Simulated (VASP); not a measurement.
# HfS2 in VASP: notebook, part 2 of 2

VASP 6.6.1. The steps go on from the part before.

## Step 4: Single point, PBE+D3(BJ)

Contents of INCAR:

```
SYSTEM = HfS2
PREC = Accurate
ENCUT = 400
EDIFF = 1E-6
ISMEAR = 0
SIGMA = 0.02
LREAL = .False.
LASPH = .True.
NELM = 120
ALGO = Normal
ISIF = 2
LWAVE = .False.
LCHARG = .True.
LDIPOL = .True.
IDIPOL = 3
DIPOL = 0.5 0.5 0.500
GGA = PE
IVDW = 12
LELF = .True.
LVHAR = .True.
LVACPOTAV = .True.
NBANDS = 18
GGA_COMPAT = .False.
NELMDL = -8
```

Contents of KPOINTS:

```
regular mesh
0
Gamma
  9 9 1
  0 0 0
```

Contents of POSCAR:

```
HfS2
1.0
    3.6910000000      0.0000000000      0.0000000000
   -1.8455000000      3.1964997654      0.0000000000
    0.0000000000      0.0000000000     31.8247012176
S Hf
2 1
Direct
    0.6666666667      0.3333333333      0.4518927141
    0.3333333333      0.6666666667      0.5481072859
    0.0000000000      0.0000000000      0.5000000000
```

Potentials or basis: VASP PAW PBE potentials, release 64 (S, Hf_pv).

Command:

```console
cat potpaw_PBE.64/S/POTCAR potpaw_PBE.64/Hf_pv/POTCAR > POTCAR
mpirun -np 1 vasp_std > vasp.out
```

OUTCAR:

```text
SYSTEM = HfS2
   PREC = Accurate
   ENCUT = 400
   EDIFF = 1E-6
   ISMEAR = 0
   LREAL = .False.
   LASPH = .True.
   NELM = 120
   ISIF = 2
   GGA = PE
   IVDW = 12
   NELMDL = -8
 IVDW          = 12

 ion  position               nearest neighbor table
   1  0.667  0.333  0.452-   3 2.62   3 2.62   3 2.62
   2  0.333  0.667  0.548-   3 2.62   3 2.62   3 2.62
   3  0.000  0.000  0.500-   1 2.62   2 2.62   1 2.62   2 2.62   1 2.62   2 2.62

  LATTYP: Found a hexagonal cell.
 ALAT       =     3.6910000000
 C/A-ratio  =     8.6222436244

  Lattice vectors:

 A1 = (   3.6910000000,   0.0000000000,   0.0000000000)
 A2 = (  -1.8455000000,   3.1964997654,   0.0000000000)
 A3 = (   0.0000000000,   0.0000000000,  31.8247012176)

Analysis of symmetry for initial positions (statically):
=====================================================================
 Subroutine PRICEL returns:
 Original cell was already a primitive cell.

 Routine SETGRP: Setting up the symmetry group for a
 hexagonal supercell.

 Subroutine GETGRP returns: Found 12 space group operations
 (whereof 12 operations were pure point group operations)
 out of a pool of 24 trial point group operations.

The static configuration has the point symmetry D_3d.

Analysis of symmetry for dynamics (positions and initial velocities):
=====================================================================
 Subroutine PRICEL returns:
 Original cell was already a primitive cell.

 Routine SETGRP: Setting up the symmetry group for a
 hexagonal supercell.

 Subroutine GETGRP returns: Found 12 space group operations
 (whereof 12 operations were pure point group operations)
 out of a pool of 24 trial point group operations.

The dynamic configuration has the point symmetry D_3d.

 Subroutine INISYM returns: Found 12 space group operations
 (whereof 12 operations are pure point group operations),
 and found     1 'primitive' translations

----------------------------------------------------------------------------------------

                                     Primitive cell

  volume of cell :     375.4768

  direct lattice vectors                    reciprocal lattice vectors
     3.691000000  0.000000000  0.000000000     0.270929287  0.156421097  0.000000000
    -1.845500000  3.196499765  0.000000000     0.000000000  0.312842194  0.000000000
     0.000000000  0.000000000 31.824701218     0.000000000  0.000000000  0.031422133

  length of vectors
     3.691000000  3.691000000 31.824701218     0.312842194  0.312842194  0.031422133

  position of ions in fractional coordinates (direct lattice)
     0.666666667  0.333333333  0.451892714
     0.333333333  0.666666667  0.548107286
     0.000000000  0.000000000  0.500000000

  ion indices of the primitive-cell ions
   primitive index   ion index
                 1           1
                 2           2
                 3           3

----------------------------------------------------------------------------------------

 KPOINTS: regular mesh

Automatic generation of k-mesh.
 Grid dimensions read from file:
 generate k-points for:    9    9    1

 Generating k-lattice:

[... 19 lines left out ...]
  0.111111 -0.000000  0.000000      6.000000
  0.222222  0.000000  0.000000      6.000000
  0.333333  0.000000  0.000000      6.000000
  0.444444  0.000000  0.000000      6.000000
  0.111111  0.111111  0.000000      6.000000
  0.222222  0.111111  0.000000     12.000000
  0.333333  0.111111  0.000000     12.000000
  0.444444  0.111111  0.000000      6.000000
  0.222222  0.222222  0.000000      6.000000
  0.333333  0.222222  0.000000     12.000000
  0.333333  0.333333  0.000000      2.000000
   k-points           NKPTS =     12   k-points in BZ     NKDIM =     12   number of bands    NBANDS=     18
   number of dos      NEDOS =    301   number of ions     NIONS =      3
   total plane-waves  NPLWV = 120960
   dimension x,y,z NGX =    24 NGY =   24 NGZ =  210
   dimension x,y,z NGXF=    48 NGYF=   48 NGZF=  420
   ions per type =               2   1
   NGX,Y,Z   is equivalent  to a cutoff of  10.81, 10.81, 10.97 a.u.
   NGXF,Y,Z  is equivalent  to a cutoff of  21.62, 21.62, 21.94 a.u.
 SYSTEM =  HfS2
   PREC   = accura    normal or accurate (medium, high low for compatibility)
   ISTART =      0    job   : 0-new  1-cont  2-samecut
   ICHARG =      2    charge: 1-file 2-atom 10-const
   ISPIN  =      1    spin polarized calculation?
   LNONCOLLINEAR =      F non collinear calculations
   LSORBIT =      F    spin-orbit coupling
   LASPH  =      T    aspherical Exc in radial PAW
   ENCUT  =  400.0 eV  29.40 Ry    5.42 a.u.   6.02  6.02 51.90*2*pi/ulx,y,z
   NELM   =    120;   NELMIN=  2; NELMDL= -8     # of ELM steps
   EDIFF  = 0.1E-05   stopping-criterion for ELM
   LREAL  =      F    real-space projection
   EDIFFG = 0.1E-04   stopping-criterion for IOM
   NSW    =      0    number of steps for IOM
   IBRION =     -1    ionic relax: 0-MD 1-quasi-New 2-CG
   NFREE  =      0    steps in history (QN), initial steepest desc. (CG)
   ISIF   =      2    stress and relaxation
   ISYM   =      2    0-nonsym 1-usesym 2-fastsym
   POTIM  = 0.5000    time-step for ionic-motion
   TEBEG  =    0.0;   TEEND  =   0.0 temperature during run
   PSTRESS=    0.0 pullay stress
   NELECT =      22.0000    total number of electrons
   NUPDOWN=      -1.0000    fix difference up-down
   EMIN   =  10.00;   EMAX   =-10.00  energy-range for DOS
   EFERMI =   0.00;   METHOD = LEGACY
   ISMEAR =     0;   SIGMA  =   0.02  broadening in eV -4-tet -1-fermi 0-gaus
   EFERMI_NEDOS =   21; number of points for ismear=-14 and -15
   IALGO  =     38    algorithm
   IMIX   =      4    mixing-type and parameters
     AMIX     =   0.40;   BMIX     =  1.00
     AMIX_MAG =   1.60;   BMIX_MAG =  1.00
  volume/ion in A,a.u.               =     125.16       844.61
  Fermi-wavevector in a.u.,A,eV,Ry     =   0.635850  1.201582  5.500907  0.404305
  Thomas-Fermi vector in A             =   1.700322
   LORBIT       =      0    0 simple, 1 ext, 2 COOP (PROOUT), +10 PAW based schemes
   GGA     = PE    functional components
   LHFCALC =     F    Hartree Fock is set to
   AEXX    =    0.0000 exact exchange contribution
   IVDW    =    12    specifies the selected vdW correction
   LEPSILON=     F    determine dielectric tensor
   LRPA    =     F    only Hartree local field effects (RPA)
 non-spin polarized calculation
 Gauss-broadening in eV      SIGMA  =   0.02
  energy-cutoff  :      400.00
  volume of cell :      375.48
 maximum number of plane-waves:      6906
   NGX = 13   NGY = 13   NGZ =103

 number of electron      22.0000003 magnetization

 dipolmoment           0.000000      0.000000     -0.000000 electrons x Angstroem

 Free energy of the ion-electron system (eV)
  ---------------------------------------------------
  ext. energy  EPLUGINS =         0.00000000
  ---------------------------------------------------
  free energy    TOTEN  =       -22.78350423 eV

  energy without entropy =      -22.78350423  energy(sigma->0) =      -22.78350423

 E-fermi :  -4.6105     XC(G=0):  -2.1007

 val. band max:       -4.6945405017   @ k =   0.0000   0.0000   0.0000
 cond. band min:      -3.5191054293   @ k =   0.4444   0.0000   0.0000
 fundamental gap:      1.1754350724
 Fermi energy:        -4.6105014359

 k-point     1 :       0.0000    0.0000    0.0000
  band No.  band energies     occupation
      1     -35.6269      2.00000
      2     -35.5496      2.00000
      3     -35.5496      2.00000
      4     -17.1619      2.00000
      5     -16.0505      2.00000
      6      -8.5944      2.00000
[... 229 lines left out ...]
      5     -15.9046      2.00000
      6      -8.1846      2.00000
[... 10 lines left out ...]
     17       2.6363      0.00000
     18       4.1300      0.00000

------------------------ aborting loop because EDIFF is reached ----------------------------------------

 Edisp (eV)   -0.64479

 E8    (eV) :    -0.2960

  FORCE on cell =-STRESS in cart. coord.  units (eV):
  Direction    XX          YY          ZZ          XY          YZ          ZX
  --------------------------------------------------------------------------------------
  -------------------------------------------------------------------------------------
  Total      -3.36062    -3.36062    -3.78884     0.00000     0.00000     0.00000
  in kB     -14.33994   -14.33994   -16.16716     0.00000     0.00000     0.00000
  external pressure =      -14.95 kB  Pullay stress =        0.00 kB

 VOLUME and BASIS-vectors are now :
 -----------------------------------------------------------------------------
  energy-cutoff  :      400.00
  volume of cell :      375.48
      direct lattice vectors                 reciprocal lattice vectors
     3.691000000  0.000000000  0.000000000     0.270929287  0.156421097  0.000000000
    -1.845500000  3.196499765  0.000000000     0.000000000  0.312842194  0.000000000
     0.000000000  0.000000000 31.824701218     0.000000000  0.000000000  0.031422133

 POSITION                                       TOTAL-FORCE (eV/Angst)
 -----------------------------------------------------------------------------------
      1.84550      1.06550     14.38135        -0.000000     -0.000000      1.230180
     -0.00000      2.13100     17.44335        -0.000000      0.000000     -1.230180
      0.00000      0.00000     15.91235         0.000000      0.000000      0.000000
 -----------------------------------------------------------------------------------
    total drift:                                0.000000     -0.000000      0.000000

  FREE ENERGIE OF THE ION-ELECTRON SYSTEM (eV)
  ---------------------------------------------------
  free  energy   TOTEN  =       -23.4282950201 eV

  energy  without entropy=      -23.4282950200  energy(sigma->0) =      -23.42829502

 vacuum level on the upper side and lower side of the slab         1.730         1.730
```

stdout:

```text
POSCAR found type information on POSCAR S Hf
 POSCAR found :  2 types and       3 ions
 scaLAPACK will be used
 LDA part: xc-table for (Slater+PW92), standard interpolation
 POSCAR, INCAR and KPOINTS ok, starting setup
 FFT: planning ... GRIDC
 FFT: planning ... GRID_SOFT
 FFT: planning ... GRID
 WAVECAR not read
 entering main loop
 -----------------------------------------------------------------------------
|                                                                             |
|           W    W    AA    RRRRR   N    N  II  N    N   GGGG   !!!           |
|           W    W   A  A   R    R  NN   N  II  NN   N  G    G  !!!           |
|           W    W  A    A  R    R  N N  N  II  N N  N  G       !!!           |
|           W WW W  AAAAAA  RRRRR   N  N N  II  N  N N  G  GGG   !            |
|           WW  WW  A    A  R   R   N   NN  II  N   NN  G    G                |
|           W    W  A    A  R    R  N    N  II  N    N   GGGG   !!!           |
|                                                                             |
|     Did not find any points to average over, which means that no vacuum     |
|     field-free region was found. Please increase the size of  your cell     |
|     in the dimension of the dipole correction to obtain accurate            |
|     workfunction values.                                                    |
|                                                                             |
 -----------------------------------------------------------------------------
```

Run time: 1.8 min. Hardware: 1 thread of Intel Xeon Platinum 8488C (Sapphire Rapids), shared host; peak memory 0.33 GiB.

What came out:

| Item | Value |
| --- | --- |
| Free energy | -23.4283 eV |
| Largest force | 1.230 eV/Å |
| Band gap on the k mesh | 1.18 eV (least direct gap 2.05 eV) |
| Dispersion energy per atom | -0.215 eV |

Forces on the atoms (eV/Å):
```
S    0.000  0.000  1.230
S    0.000  0.000 -1.230
Hf   0.000  0.000  0.000
```

Caveat: spin-orbit coupling is left out, which moves the levels of the heavy elements.

## Step 5: Single point, PBE+D3(BJ)

This run uses another cell than the first one.

Contents of INCAR:

```
SYSTEM = HfS2
PREC = Accurate
ENCUT = 400
EDIFF = 1E-6
ISMEAR = 0
SIGMA = 0.02
LREAL = .FALSE.
LASPH = .TRUE.
NELM = 120
ALGO = Normal
ISIF = 2
LWAVE = .FALSE.
LCHARG = .FALSE.
LDIPOL = .TRUE.
IDIPOL = 3
DIPOL = 0.5 0.5 0.500
GGA = PE
IVDW = 12
NBANDS = 18
GGA_COMPAT = .FALSE.
NELMDL = -8
```

Contents of KPOINTS:

```
Automatic mesh
0
G
  9 9 1
  0 0 0
```

Contents of POSCAR:

```
HfS2
1.0
    3.7630000000      0.0000000000      0.0000000000
   -1.8815000000      3.2588535945      0.0000000000
    0.0000000000      0.0000000000     31.8247012176
S Hf
2 1
Direct
    0.6666666667      0.3333333333      0.4578314973
    0.3333333333      0.6666666667      0.5421685027
    0.0000000000      0.0000000000      0.5000000000
```

Command:

```console
cat potpaw_PBE.64/S/POTCAR potpaw_PBE.64/Hf_pv/POTCAR > POTCAR
mpirun -np 1 vasp_std > vasp.out
```

Wall time 2 min (1 thread of Intel Xeon Platinum 8488C (Sapphire Rapids), shared host); peak memory 0.43 GiB.

The run converged. Its results:

| Quantity | Value |
| --- | --- |
| Free energy | -23.4741 eV |
| Largest force | 0.431 eV/Å |
| Band gap on the k mesh | 1.80 eV (least direct gap 2.12 eV) |
| Dispersion energy per atom | -0.214 eV |

Forces on the atoms (eV/Å):
```
S    0.000  0.000 -0.431
S    0.000  0.000  0.431
Hf   0.000  0.000  0.000
```

Levels at points of the mesh, in eV from the valence-band top:
```
           k point  band 7  band 8  band 9  band 10  band 11  band 12  band 13  band 14  band 15  band 16
(0.00, 0.00, 0.00)   -2.77   -2.77   -0.45     0.00     0.00     2.13     2.13     3.15     5.54     6.11
```

Caveat: spin-orbit coupling is left out, which moves the levels of the heavy elements.

## Step 6: Summary

| cell | gap on the mesh (eV) | largest force (eV/Å) |
| --- | --- | --- |
| a = 3.691, b = 3.691, c = 31.825 Å, angles 90.0, 90.0, 120.0°, 3 atoms, atomic positions A | 1.60 | 0.43 |
| a = 3.691, b = 3.691, c = 31.825 Å, angles 90.0, 90.0, 120.0°, 3 atoms, atomic positions B | 1.38 | 0.43 |
| a = 3.691, b = 3.691, c = 31.825 Å, angles 90.0, 90.0, 120.0°, 3 atoms, atomic positions C | 1.18 | 1.23 |
| a = 3.763, b = 3.763, c = 31.825 Å, angles 90.0, 90.0, 120.0°, 3 atoms, atomic positions D | 1.80 | 0.43 |

Alike in all rows: task single point; level PBE+D3(BJ); potentials or basis VASP PAW PBE potentials, release 64 (S, Hf_pv); no spin polarisation; k mesh 9 × 9 × 1; cutoff (eV) 400; smearing gaussian 0.02 eV.

Caveats: spin-orbit coupling is left out, which moves the levels of the heavy elements.

Absolute energies hang on the potentials; compare differences alone.
